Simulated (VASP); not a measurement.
Wanted: the native input for a VASP 6.6.1 run.

```
Task                   : single point
Functional             : PBE
Dispersion             : D3(BJ)
Potentials or basis    : VASP PAW PBE potentials, release 64 (Ba_sv, Zr_sv, O_h)
Cutoff                 : 1340 eV
k mesh                 : 6 × 6 × 6
Occupations            : gaussian, width 0.01 eV
Spin                   : no spin polarisation
Dipole correction      : no
Further INCAR settings : ALGO = Normal; EDIFF = 1e-06; NBANDS = 28
```

The structure of BaZrO3 lies in POSCAR:

```
BaZrO3
1.0
    4.2029800996      0.0000000000      0.0000000000
    0.0000000000      4.2029800996      0.0000000000
    0.0000000000      0.0000000000      4.2029800996
Ba Zr O
1 1 3
Direct
    0.0000000000      0.0000000000      0.0000000000
    0.5000000000      0.5000000000      0.5000000000
    0.0000000000      0.5000000000      0.5000000000
    0.5000000000      0.0000000000      0.5000000000
    0.5000000000      0.5000000000      0.0000000000
```

One way to write it, as run:

INCAR

```
SYSTEM = BaZrO3
PREC = Accurate
ENCUT = 1340
EDIFF = 1E-6
ISMEAR = 0
SIGMA = 0.01
LREAL = .False.
LASPH = .True.
NELM = 120
ALGO = Normal
ISIF = 2
LWAVE = .False.
LCHARG = .False.
GGA = PE
IVDW = 12
NBANDS = 28
GGA_COMPAT = .False.
```

KPOINTS

```
regular mesh
0
Gamma
  6 6 6
  0 0 0
```

Potentials or basis: VASP PAW PBE potentials, release 64 (Ba_sv, Zr_sv, O_h).

The run is started by

```sh
$ cat potpaw_PBE.64/Ba_sv/POTCAR potpaw_PBE.64/Zr_sv/POTCAR potpaw_PBE.64/O_h/POTCAR > POTCAR
$ mpirun -np 1 vasp_std > vasp.out
```

It gave:

- Pressure: 1.0 GPa
- Band gap on the k mesh: 3.18 eV (least direct gap 3.41 eV)
- Dispersion energy per atom: -0.244 eV

Caveat: spin-orbit coupling is left out, which moves the levels of the heavy elements.

It took 100 s on 1 thread of Intel(R) Xeon(R) 6975P-C (Granite Rapids) (shared host), peak memory 0.46 GiB.
